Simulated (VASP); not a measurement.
Set up this calculation in VASP 6.6.1, as the native input.

```
Task                   : single point
Functional             : PBEsol
Potentials or basis    : VASP PAW PBE potentials, release 64 (W_sv, S)
Cutoff                 : 520 eV
k mesh                 : 12 × 12 × 2
Occupations            : gaussian, width 0.05 eV
Spin                   : no spin polarisation
Dipole correction      : no
Further INCAR settings : ALGO = Normal; EDIFF = 1e-07; NBANDS = 35
```

The structure of WS2 lies in POSCAR:

```
WS2
1.0
    3.1458813836      0.0000000000      0.0000000000
   -1.5729406918      2.7244131955      0.0000000000
    0.0000000000      0.0000000000     23.5674572586
W S
2 4
Direct
    0.3148007992      0.6574003996      0.6327265006
    0.6666666667      0.3333333333      0.3654241421
    0.3333333333      0.6666666667      0.2989469828
    0.6666666667      0.3333333333      0.5680493466
    0.3333333333      0.6666666667      0.4319506534
    0.6666666667      0.3333333333      0.7010530172
```

This cell differs from its parent crystal: atom 1 (W) moved +0.067 Å towards its neighbour atom 4 (S) at 2.399 Å.

These files were run (other wordings do the same):

INCAR

```
SYSTEM = WS2
PREC = Accurate ; ENCUT = 520
EDIFF = 1E-7 ; ISMEAR = 0
SIGMA = 0.05 ; LREAL = .FALSE.
LASPH = .TRUE. ; NELM = 60
ALGO = Normal ; ISIF = 2
LWAVE = .FALSE. ; LCHARG = .FALSE.
GGA = PS ; NBANDS = 35
```

KPOINTS

```
regular mesh
0
G
  12 12 2
  0 0 0
```

Potentials or basis: VASP PAW PBE potentials, release 64 (W_sv, S).

The run is started by

```sh
$ cat potpaw_PBE.64/W_sv/POTCAR potpaw_PBE.64/S/POTCAR > POTCAR
$ mpirun -np 1 vasp_std > vasp.out
```

Results of the run:

The largest force is 1.847 eV/Å and the band gap on the k mesh is 1.44 eV (least direct gap 1.89 eV).

Caveat: the cell differs from its parent crystal (atom 1 (W) moved +0.067 Å towards its neighbour atom 4 (S) at 2.399 Å); there is no dipole correction, which matters where the two faces differ; the PAW data sets were made with another functional, which shifts forces and pressure a little; spin-orbit coupling is left out, which moves the levels of the heavy elements.

Wall time 25 min on 1 thread of Intel Xeon 8259CL, with other jobs on the host, peak memory 0.64 GiB.
